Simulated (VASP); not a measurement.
# Ir (P2_1/m) in VASP: notebook

Runs on Ir. Level: LDA. Tasks: single point.

Everything below comes from runs of VASP 6.6.1. Logs are shortened: lines on timing, memory, paths and dates and some standing lists are left out, and cuts for length are marked.

## (1) The cell of the first run

The structure is monoclinic, space group P2_1/m (No. 11). The conventional cell has a = 2.739 Å, b = 4.462 Å, c = 2.751 Å, α = 90.00°, β = 119.57°, γ = 90.00°. Ir (site symmetry m) has 12 Ir at 2.73 to 2.76 Å within 3.6 Å.

This isn't the form of Ir at room conditions, which is fcc.

## (2) Single point, LDA

File INCAR:

```
PREC = Accurate
ENCUT = 520
EDIFF = 1E-6
ISMEAR = 1
SIGMA = 0.1
LREAL = False
LASPH = True
NELM = 100
ALGO = Normal
ISIF = 2
LWAVE = False
LCHARG = False
GGA = CA
NBANDS = 16
```

File KPOINTS:

```
regular mesh
0
Gamma
  14 14 8
```

File POSCAR:

```
Ir
1.0
    2.7513780000     -0.0137568900      0.0000000000
   -1.3876028150      2.3896414450      0.0000000000
    0.0000000000      0.0000000000      4.4622900000
Ir
2
Direct
    0.6666666667      0.3333333333      0.7500000000
    0.3333333333      0.6666666667      0.2500000000
```

Potentials or basis: VASP PAW LDA potentials, release 64 (Ir).

The run is started by

```bash
> cat potpaw_LDA.64/Ir/POTCAR > POTCAR
> mpirun -np 1 vasp_std > vasp.out
```

OUTCAR:

```text
PREC = Accurate
   ENCUT = 520
   EDIFF = 1E-6
   ISMEAR = 1
   LREAL = False
   LASPH = True
   NELM = 100
   ISIF = 2
   GGA = CA

 ion  position               nearest neighbor table
   1  0.667  0.333  0.750-   2 2.73   2 2.73   2 2.74   2 2.74   2 2.74   2 2.74
   2  0.333  0.667  0.250-   1 2.73   1 2.73   1 2.74   1 2.74   1 2.74   1 2.74

  LATTYP: Found a simple monoclinic cell.
 ALAT       =     2.7394726087
 B/A-ratio  =     1.6288865184
 C/A-ratio  =     1.0043584240
 COS(beta)  =    -0.4934814313

  Lattice vectors:

 A1 = (   1.3637751850,   2.3758845550,   0.0000000000)
 A2 = (   0.0000000000,   0.0000000000,  -4.4622900000)
 A3 = (  -2.7513780000,   0.0137568900,   0.0000000000)

Analysis of symmetry for initial positions (statically):
=====================================================================
 Subroutine PRICEL returns:
 Original cell was already a primitive cell.

 Routine SETGRP: Setting up the symmetry group for a
 simple monoclinic supercell.

 Subroutine GETGRP returns: Found  4 space group operations
 (whereof  2 operations were pure point group operations)
 out of a pool of  4 trial point group operations.

The static configuration has the point symmetry S_2 .
 The point group associated with its full space group is C_2h.

Analysis of symmetry for dynamics (positions and initial velocities):
=====================================================================
 Subroutine PRICEL returns:
 Original cell was already a primitive cell.

 Routine SETGRP: Setting up the symmetry group for a
 simple monoclinic supercell.

 Subroutine GETGRP returns: Found  4 space group operations
 (whereof  2 operations were pure point group operations)
 out of a pool of  4 trial point group operations.

The dynamic configuration has the point symmetry S_2 .
 The point group associated with its full space group is C_2h.

 Subroutine INISYM returns: Found  4 space group operations
 (whereof  2 operations are pure point group operations),
 and found     1 'primitive' translations

----------------------------------------------------------------------------------------

                                     Primitive cell

  volume of cell :      29.2535

  direct lattice vectors                    reciprocal lattice vectors
     2.751378000 -0.013756890  0.000000000     0.364512555  0.211662988  0.000000000
    -1.387602815  2.389641445  0.000000000     0.002098457  0.419691342  0.000000000
     0.000000000  0.000000000  4.462290000     0.000000000  0.000000000  0.224100182

  length of vectors
     2.751412392  2.763300166  4.462290000     0.421509932  0.419696588  0.224100182

  position of ions in fractional coordinates (direct lattice)
     0.666666667  0.333333333  0.750000000
     0.333333333  0.666666667  0.250000000

  ion indices of the primitive-cell ions
   primitive index   ion index
                 1           1
                 2           2

----------------------------------------------------------------------------------------

 KPOINTS: regular mesh

Automatic generation of k-mesh.
 Grid dimensions read from file:
 generate k-points for:   14   14    8

 Generating k-lattice:

  Cartesian coordinates                     Fractional coordinates (reciprocal lattice)
     0.026036611  0.015118785  0.000000000     0.071428571  0.000000000  0.000000000
     0.000149890  0.029977953  0.000000000    -0.000000000  0.071428571  0.000000000
     0.000000000  0.000000000  0.028012523     0.000000000  0.000000000  0.125000000

  Length of vectors
     0.030107852  0.029978328  0.028012523

  Shift w.r.t. Gamma in fractional coordinates (k-lattice)
     0.000000000  0.000000000  0.000000000

 Subroutine IBZKPT returns following result:
 ===========================================

 Found    500 irreducible k-points:

 Following reciprocal coordinates:
            Coordinates               Weight
  0.000000  0.000000  0.000000      1.000000
  0.071429  0.000000  0.000000      2.000000
  0.142857  0.000000  0.000000      2.000000
  0.214286  0.000000  0.000000      2.000000
  0.285714  0.000000  0.000000      2.000000
  0.357143  0.000000  0.000000      2.000000
[... 16 lines left out ...]
 -0.000000  0.142857  0.000000      2.000000
  0.071429  0.142857  0.000000      2.000000
 [... further k-points ...]
   k-points           NKPTS =    500   k-points in BZ     NKDIM =    500   number of bands    NBANDS=     16
   number of dos      NEDOS =    301   number of ions     NIONS =      2
   total plane-waves  NPLWV =  17280
   dimension x,y,z NGX =    20 NGY =   24 NGZ =   36
   dimension x,y,z NGXF=    40 NGYF=   48 NGZF=   72
   ions per type =               2
   NGX,Y,Z   is equivalent  to a cutoff of  12.08, 14.44, 13.41 a.u.
   NGXF,Y,Z  is equivalent  to a cutoff of  24.17, 28.88, 26.82 a.u.
 SYSTEM =  unknown system
   PREC   = accura    normal or accurate (medium, high low for compatibility)
   ISTART =      0    job   : 0-new  1-cont  2-samecut
   ICHARG =      2    charge: 1-file 2-atom 10-const
   ISPIN  =      1    spin polarized calculation?
   LNONCOLLINEAR =      F non collinear calculations
   LSORBIT =      F    spin-orbit coupling
   LASPH  =      T    aspherical Exc in radial PAW
   ENCUT  =  520.0 eV  38.22 Ry    6.18 a.u.   5.12  5.14  8.30*2*pi/ulx,y,z
   NELM   =    100;   NELMIN=  2; NELMDL= -5     # of ELM steps
   EDIFF  = 0.1E-05   stopping-criterion for ELM
   LREAL  =      F    real-space projection
   EDIFFG = 0.1E-04   stopping-criterion for IOM
   NSW    =      0    number of steps for IOM
   IBRION =     -1    ionic relax: 0-MD 1-quasi-New 2-CG
   NFREE  =      0    steps in history (QN), initial steepest desc. (CG)
   ISIF   =      2    stress and relaxation
   ISYM   =      2    0-nonsym 1-usesym 2-fastsym
   POTIM  = 0.5000    time-step for ionic-motion
   TEBEG  =    0.0;   TEEND  =   0.0 temperature during run
   PSTRESS=    0.0 pullay stress
   NELECT =      18.0000    total number of electrons
   NUPDOWN=      -1.0000    fix difference up-down
   EMIN   =  10.00;   EMAX   =-10.00  energy-range for DOS
   EFERMI =   0.00;   METHOD = LEGACY
   ISMEAR =     1;   SIGMA  =   0.10  broadening in eV -4-tet -1-fermi 0-gaus
   EFERMI_NEDOS =   21; number of points for ismear=-14 and -15
   IALGO  =     38    algorithm
   IMIX   =      4    mixing-type and parameters
     AMIX     =   0.40;   BMIX     =  1.00
     AMIX_MAG =   1.60;   BMIX_MAG =  1.00
  volume/ion in A,a.u.               =      14.63        98.71
  Fermi-wavevector in a.u.,A,eV,Ry     =   1.392429  2.631309 26.379763  1.938858
  Thomas-Fermi vector in A             =   2.516172
   LORBIT       =      0    0 simple, 1 ext, 2 COOP (PROOUT), +10 PAW based schemes
   GGA     = CA    functional components
   LHFCALC =     F    Hartree Fock is set to
   AEXX    =    0.0000 exact exchange contribution
   IVDW    =     0    specifies the selected vdW correction
   LEPSILON=     F    determine dielectric tensor
   LRPA    =     F    only Hartree local field effects (RPA)
 non-spin polarized calculation
 Methfessel and Paxton  Order N= 1 SIGMA  =   0.10
  energy-cutoff  :      520.00
  volume of cell :       29.25
 maximum number of plane-waves:       798
   NGX = 11   NGY = 11   NGZ = 17

 number of electron      18.0000000 magnetization

 Free energy of the ion-electron system (eV)
  ---------------------------------------------------
  ext. energy  EPLUGINS =         0.00000000
  ---------------------------------------------------
  free energy    TOTEN  =       -20.42336608 eV

  energy without entropy =      -20.42243024  energy(sigma->0) =      -20.42305414

 E-fermi :   9.8468     XC(G=0): -13.9466

 val. band max:        9.8403677073   @ k =   0.3571   0.2857   0.2500
 cond. band min:       9.8517687943   @ k =  -0.0714   0.3571   0.3750
 fundamental gap:      0.0114010870
 Fermi energy:         9.8467698323

 k-point     1 :       0.0000    0.0000    0.0000
  band No.  band energies     occupation
      1      -1.0204      2.00000
      2       1.9912      2.00000
      3       6.0614      2.00000
      4       6.0724      2.00000
      5       6.2693      2.00000
      6       6.7072      2.00000
[... 8 lines left out ...]
     15      26.2760      0.00000
     16      27.2880      0.00000

 k-point     2 :       0.0714    0.0000    0.0000
  band No.  band energies     occupation
      1      -0.8250      2.00000
      2       2.1658      2.00000
      3       5.8000      2.00000
      4       6.2473      2.00000
      5       6.4782      2.00000
      6       6.7504      2.00000
[... 8 lines left out ...]
     15      26.5308      0.00000
     16      27.5913      0.00000

 k-point     3 :       0.1429    0.0000    0.0000
  band No.  band energies     occupation
      1      -0.2646      2.00000
      2       2.6306      2.00000
      3       5.3958      2.00000
      4       6.4405      2.00000
      5       6.4410      2.00000
      6       6.7294      2.00000
[... 8 lines left out ...]
     15      27.0874      0.00000
     16      27.5874      0.00000

 k-point     4 :       0.2143    0.0000    0.0000
  band No.  band energies     occupation
      1       0.5738      2.00000
      2       3.1329      2.00000
      3       5.1207      2.00000
      4       5.3661      2.00000
      5       6.1464      2.00000
      6       6.7376      2.00000
[... 8 lines left out ...]
     15      26.4037      0.00000
     16      26.4476      0.00000
[... 324 lines left out ...]
 k-point    22 :      -0.0714    0.0714    0.0000
  band No.  band energies     occupation
      1      -0.8291      2.00000
      2       2.1605      2.00000
      3       5.7131      2.00000
      4       6.3725      2.00000
      5       6.4355      2.00000
      6       6.6265      2.00000
[... 8 lines left out ...]
     15      26.5282      0.00000
     16      27.5633      0.00000

 k-point    23 :      -0.0000    0.1429    0.0000
  band No.  band energies     occupation
      1      -0.2723      2.00000
      2       2.6200      2.00000
      3       5.3534      2.00000
      4       6.3747      2.00000
      5       6.4341      2.00000
      6       6.7919      2.00000
[... 8 lines left out ...]
     15      27.0872      0.00000
     16      27.5424      0.00000

 k-point    24 :       0.0714    0.1429    0.0000
  band No.  band energies     occupation
      1       0.2565      2.00000
      2       3.0124      2.00000
      3       5.0839      2.00000
      4       5.7804      2.00000
      5       6.2502      2.00000
      6       6.6978      2.00000
[... 8 lines left out ...]
     15      26.2626      0.00000
     16      27.1934      0.00000

 [... further k-points ...]

------------------------ aborting loop because EDIFF is reached ----------------------------------------

  FORCE on cell =-STRESS in cart. coord.  units (eV):
  Direction    XX          YY          ZZ          XY          YZ          ZX
  --------------------------------------------------------------------------------------
  -------------------------------------------------------------------------------------
  Total       -2.8790213     -2.8711089     -2.9529216      0.3558622      0.0000000      0.0000000
  in kB     -157.6802947   -157.2469407   -161.7277184     19.4901168      0.0000000      0.0000000
  external PRESSURE =    -158.8849846 kB  Pullay stress =       0.0000000 kB

 VOLUME and BASIS-vectors are now :
 -----------------------------------------------------------------------------
  energy-cutoff  :      520.00
  volume of cell :       29.25
      direct lattice vectors                 reciprocal lattice vectors
     2.751378000 -0.013756890  0.000000000     0.364512555  0.211662988  0.000000000
    -1.387602815  2.389641445  0.000000000     0.002098457  0.419691342  0.000000000
     0.000000000  0.000000000  4.462290000     0.000000000  0.000000000  0.224100182

 POSITION                                       TOTAL-FORCE (eV/Angst)
 -----------------------------------------------------------------------------------
      1.37172      0.78738      3.34672        -0.016162      0.000370     -0.000000
     -0.00794      1.58851      1.11557         0.016162     -0.000370      0.000000
 -----------------------------------------------------------------------------------
    total drift:                                0.000000      0.000000     -0.000000

  FREE ENERGIE OF THE ION-ELECTRON SYSTEM (eV)
  ---------------------------------------------------
  free  energy   TOTEN  =       -20.4233660843 eV

  energy  without entropy=      -20.4224302438  energy(sigma->0) =      -20.42305414
```

Run time: 5.3 min. Hardware: 1 thread of Intel Xeon 8259CL, shared host; peak memory 0.3 GiB.

Results:

```yaml
Free_energy: -20.4234 eV
Pressure: -15.9 GPa
Largest_force: 0.016 eV/Å
Band_gap_on_the_k_mesh: zero (bands 9 and 10 overlap by 3.19 eV)
```

Forces on the atoms (eV/Å):
```
Ir  -0.016  0.000  0.000
Ir   0.016  0.000  0.000
```

Caveat: the cell stands under tension; spin-orbit coupling is left out, which moves the levels of the heavy elements.

(Part 1 of 2 ends here.)
